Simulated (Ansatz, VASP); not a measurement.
## Two plane-wave programs on ZnS

INCAR

```
SYSTEM = ZnS
PREC     = Accurate       ! precision mode
ENCUT    = 520            ! plane-wave cutoff, eV
EDIFF    = 1E-7           ! SCF threshold, eV
ISMEAR   = 0              ! smearing method
SIGMA    = 0.05           ! smearing width, eV
LREAL    = .False.        ! projectors in reciprocal space
LASPH    = .True.         ! aspherical terms in the spheres
NELM     = 100            ! most SCF steps
ALGO     = Normal         ! electronic algorithm
ISIF     = 2              ! what is computed and relaxed
LWAVE    = .False.        ! write WAVECAR
LCHARG   = .False.        ! write CHGCAR
GGA      = PE             ! functional
NBANDS   = 26             ! bands
```

KPOINTS

```
regular mesh
0
Gamma
  9 9 4
  0 0 0
```

File POSCAR:

```
ZnS
1.0
    3.7637158910      0.0000000000      0.0000000000
   -1.8818579455      3.2594735743      0.0000000000
    0.0000000000      0.0000000000      6.5808572354
Zn S
2 2
Direct
    0.3333333333      0.6666666667      0.0052003725
    0.6666666667      0.3333333333      0.5052003725
    0.3333333333      0.6666666667      0.4062443104
    0.6666666667      0.3333333333      0.9062443104
```

Input for Ansatz:

```yaml
crystal:
  lattice:
    - [3.763715891, 0.0, 0.0]
    - [-1.8818579455, 3.2594735743, 0.0]
    - [0.0, 0.0, 6.5808572354]
  atoms:
    - { symbol: Zn, position: [0.3333333333, 0.6666666667, 0.0052003725] }
    - { symbol: Zn, position: [0.6666666667, 0.3333333333, 0.5052003725] }
    - { symbol: S, position: [0.3333333333, 0.6666666667, 0.4062443104] }
    - { symbol: S, position: [0.6666666667, 0.3333333333, 0.9062443104] }
basis:
  ecutwfc: 520.0
kpoints:
  mp_grid: { grid: [9, 9, 4] }
hamiltonian:
  xc: pbe
scf:
  occupations: { method: gaussian, width: 0.05 }
output:
  forces: true
  stress: true
  eigenvalues: true
```

Alike in both runs: task single point; functional PBE; k mesh 9 × 9 × 4; occupations gaussian, width 0.05 eV; no spin polarisation.

|  | VASP | Ansatz |
| --- | --- | --- |
| version | VASP 6.6.1 | Ansatz 0.2.0 |
| potentials or method | VASP PAW PBE potentials, release 64 (Zn, S), cutoff 520 eV | scalar-relativistic, plane waves, PAW |
| valence electrons in the cell | 36 | 36 |

```csv
,VASP,Ansatz,Ansatz less VASP
gap on the k mesh at the Fermi level (eV),2.15,2.15,-0.003
least direct gap on the mesh (eV),2.15,2.15,-0.003
pressure (GPa),2.8,2.6,-0.17
"traceless stress, the component that is largest in VASP (GPa)",-6.56,-6.47,+0.090
rms of the force components (eV/Å),0.396,0.390,-0.0062
```

Atom by atom the forces differ by 0.006 eV/Å (rms over components).
